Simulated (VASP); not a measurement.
SmPb2:

```xyz
3
Lattice="5.1529 0.0000 0.0000 -2.5765 4.4626 0.0000 0.0000 0.0000 3.6180" Properties=species:S:1:pos:R:3 pbc="T T T"
Sm    0.0000    0.0000    0.0000
Pb    2.5765    1.4875    1.8090
Pb    0.0000    2.9750    1.8090
```

The cell was built from a structure type or drawn by symmetry, and may not be a known phase.

| Property | Result |
| --- | --- |
| Program | VASP 6.6.1 |
| Task | relaxation of cell and atoms |
| Functional | PBE |
| Potentials or basis | VASP PAW PBE potentials, release 64 (Sm_3, Pb_d), 4f in core |
| Cutoff | 500 eV |
| k mesh | 6 × 6 × 6 |
| Occupations | gaussian, width 0.1 eV |
| Spin | no spin polarisation |

At the start: pressure 7.8 GPa; volume 27.73 Å³/atom.

Task: Where does the relaxation end?

Result: Over 9 steps the energy falls by 80.7 meV/atom and the volume is 31.09 Å³/atom (+12.1 %); space group P6/mmm (No. 191, to 0.1 Å) before and after.

Step by step:
```csv
step,energy change (eV),largest force (eV/Å),pressure (GPa),volume (Å³)
1,0.0000,0.0000,7.78,83.20
2,-0.1766,0.0000,-2.83,100.46
3,-0.2391,0.0000,-0.01,93.87
4,-0.2391,0.0000,-0.13,94.09
5,-0.2396,0.0000,0.02,93.76
6,-0.2398,0.0000,0.18,93.41
7,-0.2401,0.0000,0.17,93.40
8,-0.2410,0.0000,0.14,93.35
9,-0.2420,0.0000,0.12,93.26
```

Final structure:
```
CELL_PARAMETERS angstrom
5.43310 0.00000 0.00000
-2.71655 4.70520 0.00000
0.00000 0.00000 3.64805
ATOMIC_POSITIONS crystal
Sm 0.00000 0.00000 0.00000
Pb 0.66667 0.33333 0.50000
Pb 0.33333 0.66667 0.50000
```
